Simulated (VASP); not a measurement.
# C (P6_3/mmc) in VASP: notebook, part 2 of 2

VASP 6.6.1.

## Step 3: Single point, PBE

This run uses another cell than the first one, of 5.33 Å³/atom.

INCAR reads:

```
ALGO = Normal ; EDIFF = 1E-6
ENCUT = 520 ; GGA = PE
ISIF = 2 ; ISMEAR = -1
LASPH = True ; LCHARG = False
LREAL = False ; LWAVE = False
NBANDS = 36 ; NELM = 60
PREC = Accurate ; SIGMA = 0.05
```

KPOINTS reads:

```
k-points
0
Gamma
  12 12 3
```

POSCAR reads:

```
C
1.0
    2.4706141248      0.0000000000      0.0000000000
   -1.2353070624      2.1396145950      0.0000000000
    0.0000000000      0.0000000000     12.1034720835
C
12
Direct
    0.6666666667      0.3333333333      0.3541700000
    0.3333333333      0.6666666667      0.8541700000
    0.6666666667      0.3333333333      0.1458300000
    0.3333333333      0.6666666667      0.6458300000
    0.6666666667      0.3333333333      0.4791700000
    0.3333333333      0.6666666667      0.9791700000
    0.6666666667      0.3333333333      0.0208300000
    0.3333333333      0.6666666667      0.5208300000
    0.0000000000      0.0000000000      0.8125000000
    0.0000000000      0.0000000000      0.3125000000
    0.0000000000      0.0000000000      0.6875000000
    0.0000000000      0.0000000000      0.1875000000
```

Potentials or basis: VASP PAW PBE potentials, release 64 (C).

Launch:

```sh
$ cat potpaw_PBE.64/C/POTCAR > POTCAR
$ mpirun -np 1 vasp_std > vasp.out
```

OUTCAR:

```text
EDIFF = 1E-6
   ENCUT = 520
   GGA = PE
   ISIF = 2
   ISMEAR = -1
   LASPH = True
   LREAL = False
   NELM = 60
   PREC = Accurate

 ion  position               nearest neighbor table
   1  0.667  0.333  0.354-   5 1.51  10 1.51  10 1.51  10 1.51
   2  0.333  0.667  0.854-   6 1.51   9 1.51   9 1.51   9 1.51
   3  0.667  0.333  0.146-   7 1.51  12 1.51  12 1.51  12 1.51
   4  0.333  0.667  0.646-   8 1.51  11 1.51  11 1.51  11 1.51
   5  0.667  0.333  0.479-   8 1.51   8 1.51   8 1.51   1 1.51
   6  0.333  0.667  0.979-   7 1.51   7 1.51   7 1.51   2 1.51
   7  0.667  0.333  0.021-   6 1.51   6 1.51   6 1.51   3 1.51
   8  0.333  0.667  0.521-   5 1.51   5 1.51   5 1.51   4 1.51
   9  0.000  0.000  0.812-  11 1.51   2 1.51   2 1.51   2 1.51
  10  0.000  0.000  0.312-  12 1.51   1 1.51   1 1.51   1 1.51
  11  0.000  0.000  0.688-   9 1.51   4 1.51   4 1.51   4 1.51
  12  0.000  0.000  0.188-  10 1.51   3 1.51   3 1.51   3 1.51

  LATTYP: Found a hexagonal cell.
 ALAT       =     2.4706141248
 C/A-ratio  =     4.8989730780

  Lattice vectors:

 A1 = (   2.4706141248,   0.0000000000,   0.0000000000)
 A2 = (  -1.2353070624,   2.1396145950,   0.0000000000)
 A3 = (   0.0000000000,   0.0000000000,  12.1034720835)

Analysis of symmetry for initial positions (statically):
=====================================================================
 Subroutine PRICEL returns:
 Original cell was already a primitive cell.

 Routine SETGRP: Setting up the symmetry group for a
 hexagonal supercell.

 Subroutine GETGRP returns: Found 24 space group operations
 (whereof 12 operations were pure point group operations)
 out of a pool of 24 trial point group operations.

The static configuration has the point symmetry D_3d.
 The point group associated with its full space group is D_6h.

Analysis of symmetry for dynamics (positions and initial velocities):
=====================================================================
 Subroutine PRICEL returns:
 Original cell was already a primitive cell.

 Routine SETGRP: Setting up the symmetry group for a
 hexagonal supercell.

 Subroutine GETGRP returns: Found 24 space group operations
 (whereof 12 operations were pure point group operations)
 out of a pool of 24 trial point group operations.

The dynamic configuration has the point symmetry D_3d.
 The point group associated with its full space group is D_6h.

 Subroutine INISYM returns: Found 24 space group operations
 (whereof 12 operations are pure point group operations),
 and found     1 'primitive' translations

----------------------------------------------------------------------------------------

                                     Primitive cell

  volume of cell :      63.9809

  direct lattice vectors                    reciprocal lattice vectors
     2.470614125  0.000000000  0.000000000     0.404757663  0.233686946  0.000000000
    -1.235307062  2.139614595  0.000000000     0.000000000  0.467373892  0.000000000
     0.000000000  0.000000000 12.103472083     0.000000000  0.000000000  0.082620920

  length of vectors
     2.470614125  2.470614125 12.103472083     0.467373892  0.467373892  0.082620920
[... 49 lines left out ...]
     0.000000000  0.000000000  0.000000000

 Subroutine IBZKPT returns following result:
 ===========================================

 Found     38 irreducible k-points:

 Following reciprocal coordinates:
            Coordinates               Weight
  0.000000  0.000000  0.000000      1.000000
  0.083333 -0.000000  0.000000      6.000000
  0.166667  0.000000  0.000000      6.000000
  0.250000  0.000000  0.000000      6.000000
  0.333333  0.000000  0.000000      6.000000
  0.416667 -0.000000  0.000000      6.000000
[... 16 lines left out ...]
  0.250000  0.000000  0.333333     12.000000
  0.333333  0.000000  0.333333     12.000000
 [... further k-points ...]
   k-points           NKPTS =     38   k-points in BZ     NKDIM =     38   number of bands    NBANDS=     36
   number of dos      NEDOS =    301   number of ions     NIONS =     12
   total plane-waves  NPLWV =  29160
   dimension x,y,z NGX =    18 NGY =   18 NGZ =   90
   dimension x,y,z NGXF=    36 NGYF=   36 NGZF=  180
   ions per type =              12
   NGX,Y,Z   is equivalent  to a cutoff of  12.11, 12.11, 12.36 a.u.
   NGXF,Y,Z  is equivalent  to a cutoff of  24.22, 24.22, 24.72 a.u.
 SYSTEM =  unknown system
   PREC   = accura    normal or accurate (medium, high low for compatibility)
   ISTART =      0    job   : 0-new  1-cont  2-samecut
   ICHARG =      2    charge: 1-file 2-atom 10-const
   ISPIN  =      1    spin polarized calculation?
   LNONCOLLINEAR =      F non collinear calculations
   LSORBIT =      F    spin-orbit coupling
   LASPH  =      T    aspherical Exc in radial PAW
   ENCUT  =  520.0 eV  38.22 Ry    6.18 a.u.   4.59  4.59 22.50*2*pi/ulx,y,z
   NELM   =     60;   NELMIN=  2; NELMDL= -5     # of ELM steps
   EDIFF  = 0.1E-05   stopping-criterion for ELM
   LREAL  =      F    real-space projection
[... 7 lines left out ...]
   TEBEG  =    0.0;   TEEND  =   0.0 temperature during run
   PSTRESS=    0.0 pullay stress
   NELECT =      48.0000    total number of electrons
   NUPDOWN=      -1.0000    fix difference up-down
   EMIN   =  10.00;   EMAX   =-10.00  energy-range for DOS
   EFERMI =   0.00;   METHOD = LEGACY
   ISMEAR =    -1;   SIGMA  =   0.05  broadening in eV -4-tet -1-fermi 0-gaus
   EFERMI_NEDOS =   21; number of points for ismear=-14 and -15
   IALGO  =     38    algorithm
   IMIX   =      4    mixing-type and parameters
     AMIX     =   0.40;   BMIX     =  1.00
     AMIX_MAG =   1.60;   BMIX_MAG =  1.00
  volume/ion in A,a.u.               =       5.33        35.98
  Fermi-wavevector in a.u.,A,eV,Ry     =   1.487551  2.811063 30.107066  2.212807
  Thomas-Fermi vector in A             =   2.600697
   LORBIT       =      0    0 simple, 1 ext, 2 COOP (PROOUT), +10 PAW based schemes
   GGA     = PE    functional components
   LHFCALC =     F    Hartree Fock is set to
   AEXX    =    0.0000 exact exchange contribution
   IVDW    =     0    specifies the selected vdW correction
   LEPSILON=     F    determine dielectric tensor
   LRPA    =     F    only Hartree local field effects (RPA)
 non-spin polarized calculation
  energy-cutoff  :      520.00
  volume of cell :       63.98
 maximum number of plane-waves:      1746
   NGX =  9   NGY =  9   NGZ = 45

 number of electron      47.9999988 magnetization

 Free energy of the ion-electron system (eV)
  ---------------------------------------------------
  ext. energy  EPLUGINS =         0.00000000
  ---------------------------------------------------
  free energy    TOTEN  =      -108.57138110 eV

  energy without entropy =     -108.57138110  energy(sigma->0) =     -108.57138110

 E-fermi :  11.7278     XC(G=0): -13.5619

 val. band max:       10.7477318789   @ k =   0.0000   0.0000   0.0000
 cond. band min:      15.2921925513   @ k =   0.4167  -0.0000   0.0000
 fundamental gap:      4.5444606724
 Fermi energy:        11.7278371976

 k-point     1 :       0.0000    0.0000    0.0000
  band No.  band energies     occupation
      1     -11.6906      2.00000
      2     -10.9134      2.00000
      3     -10.8653      2.00000
      4      -8.5430      2.00000
      5      -8.5186      2.00000
      6      -5.5250      2.00000
[... 925 lines left out ...]
     35      20.4165      0.00000
     36      21.1278      0.00000

 [... further k-points ...]
[... 5 lines left out ...]
  --------------------------------------------------------------------------------------
  -------------------------------------------------------------------------------------
  Total       12.1263422     12.1263422     15.9688385      0.0000000      0.0000000      0.0000000
  in kB      303.6616573    303.6616573    399.8834829      0.0000000      0.0000000      0.0000000
  external PRESSURE =     335.7355992 kB  Pullay stress =       0.0000000 kB

 VOLUME and BASIS-vectors are now :
 -----------------------------------------------------------------------------
  energy-cutoff  :      520.00
  volume of cell :       63.98
      direct lattice vectors                 reciprocal lattice vectors
     2.470614125  0.000000000  0.000000000     0.404757663  0.233686946  0.000000000
    -1.235307062  2.139614595  0.000000000     0.000000000  0.467373892  0.000000000
     0.000000000  0.000000000 12.103472083     0.000000000  0.000000000  0.082620920

 POSITION                                       TOTAL-FORCE (eV/Angst)
 -----------------------------------------------------------------------------------
      1.23531      0.71320      4.28669        -0.000000     -0.000000      0.350665
     -0.00000      1.42641     10.33842         0.000000     -0.000000      0.350665
      1.23531      0.71320      1.76505        -0.000000      0.000000     -0.350665
     -0.00000      1.42641      7.81679         0.000000      0.000000     -0.350665
      1.23531      0.71320      5.79962         0.000000      0.000000     -0.028701
     -0.00000      1.42641     11.85136        -0.000000     -0.000000     -0.028701
      1.23531      0.71320      0.25212         0.000000      0.000000      0.028701
     -0.00000      1.42641      6.30385        -0.000000     -0.000000      0.028701
      0.00000      0.00000      9.83407        -0.000000     -0.000000      0.368602
      0.00000      0.00000      3.78234        -0.000000     -0.000000      0.368602
      0.00000      0.00000      8.32114         0.000000      0.000000     -0.368602
      0.00000      0.00000      2.26940        -0.000000      0.000000     -0.368602
 -----------------------------------------------------------------------------------
    total drift:                                0.000000     -0.000000      0.000000

  FREE ENERGIE OF THE ION-ELECTRON SYSTEM (eV)
  ---------------------------------------------------
  free  energy   TOTEN  =      -108.5713810979 eV

  energy  without entropy=     -108.5713810979  energy(sigma->0) =     -108.57138110
```

Wall time 64 s (1 thread of AMD EPYC 7R43 (Zen 3), shared host); peak memory 0.16 GiB.

What came out:

* Free energy: -108.5714 eV
* Pressure: 33.6 GPa
* Largest force: 0.369 eV/Å
* Band gap on the k mesh: 4.54 eV (least direct gap 5.44 eV)

Forces on the atoms (eV/Å):
```
C    0.000  0.000  0.351
C    0.000  0.000  0.351
C    0.000  0.000 -0.351
C    0.000  0.000 -0.351
C    0.000  0.000 -0.029
C    0.000  0.000 -0.029
C    0.000  0.000  0.029
C    0.000  0.000  0.029
C    0.000  0.000  0.369
C    0.000  0.000  0.369
C    0.000  0.000 -0.369
C    0.000  0.000 -0.369
```

Caveat: the cell stands under pressure; an odd mesh through Γ misses points on the zone boundary, where band edges can lie.
